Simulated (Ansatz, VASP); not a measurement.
## H7PtN in VASP and in Ansatz

Contents of INCAR:

```
SYSTEM = H7PtN
PREC     = Accurate       ! precision mode
ENCUT    = 520            ! plane-wave cutoff, eV
EDIFF    = 1E-6           ! SCF threshold, eV
ISMEAR   = 0              ! smearing method
SIGMA    = 0.01           ! smearing width, eV
LREAL    = .False.        ! projectors in reciprocal space
LASPH    = .True.         ! aspherical terms in the spheres
NELM     = 150            ! most SCF steps
ALGO     = Normal         ! electronic algorithm
ISIF     = 2              ! what is computed and relaxed
LWAVE    = .False.        ! write WAVECAR
LCHARG   = .False.        ! write CHGCAR
LNONCOLLINEAR= .True.         ! non-collinear magnetism
MAGMOM   = 0 0 0 0 0 0 0 0 0 0 0 0 0 0 0 0 0 0 0 0 0 0 0 0 0 0 0 ! initial moments
LORBIT   = 11             ! projections on sites
LSORBIT  = .True.         ! spin-orbit coupling
GGA_COMPAT= .False.      
LORBMOM  = .True.       
LMAXMIX  = 4              ! l up to which the mixer works
GGA      = PE             ! functional
NBANDS   = 41             ! bands
```

The input KPOINTS:

```
Automatic mesh
0
Gamma
  1 1 1
  0 0 0
```

POSCAR

```
H7PtN
1.0
   12.2800000000      0.0000000000      0.0000000000
    0.0000000000     13.1100000000      0.0000000000
    0.0000000000      0.0000000000     11.1300000000
Pt H N
1 7 1
Direct
    0.4908615600      0.5462105300      0.5480790700
    0.6077443000      0.6103943600      0.5952641500
    0.6337597700      0.5510556800      0.5801239900
    0.4523973900      0.6565606400      0.5788661300
    0.3664495100      0.5327376000      0.5165408800
    0.4505366400      0.3432494300      0.5294905700
    0.5100879500      0.3779092300      0.4043126700
    0.5838509800      0.3489214300      0.5225956900
    0.5140871300      0.3842578200      0.4956163500
```

Input for Ansatz:

```yaml
crystal:
  lattice:
    - [12.28, 0.0, 0.0]
    - [0.0, 13.11, 0.0]
    - [0.0, 0.0, 11.13]
  atoms:
    - { symbol: Pt, position: [0.49086156, 0.54621053, 0.54807907] }
    - { symbol: H, position: [0.6077443, 0.61039436, 0.59526415] }
    - { symbol: H, position: [0.63375977, 0.55105568, 0.58012399] }
    - { symbol: H, position: [0.45239739, 0.65656064, 0.57886613] }
    - { symbol: H, position: [0.36644951, 0.5327376, 0.51654088] }
    - { symbol: "N", position: [0.51408713, 0.38425782, 0.49561635] }
    - { symbol: H, position: [0.45053664, 0.34324943, 0.52949057] }
    - { symbol: H, position: [0.51008795, 0.37790923, 0.40431267] }
    - { symbol: H, position: [0.58385098, 0.34892143, 0.52259569] }
basis:
  ecutwfc: 420
  ecutrho_ratio: 4
kpoints:
  mp_grid: { grid: [1, 1, 1] }
hamiltonian:
  xc: pbe
scf:
  occupations: { method: gaussian, width: 0.01 }
output:
  forces: true
  eigenvalues: true
  populations: true
  write_density: true
  write_potential: true
  elf: true
  volumetric_format: npy
magnetization:
  noncollinear: true
  spin_orbit: true
```

Alike in both runs: task single point; functional PBE; k mesh 1 × 1 × 1; occupations gaussian, width 0.01 eV; non-collinear spin, spin-orbit coupling.

```csv
,VASP,Ansatz
version,VASP 6.6.1,Ansatz 0.2.0
potentials or method,"VASP PAW PBE potentials, release 64 (Pt, H, N), cutoff 520 eV","plane waves, PAW"
valence electrons in the cell,22,30
```

|  | VASP | Ansatz | Ansatz less VASP |
| --- | --- | --- | --- |
| rms of the force components (eV/Å) | 0.102 | 0.099 | -0.0035 |

With one functional, cell and mesh, what is left measures potentials, basis and numerics. VASP's potentials hold 22 valence electrons a cell and Ansatz's 30, so a difference there can come from the potentials and not from the codes. Ansatz's warnings: xc potential rough in thin density.
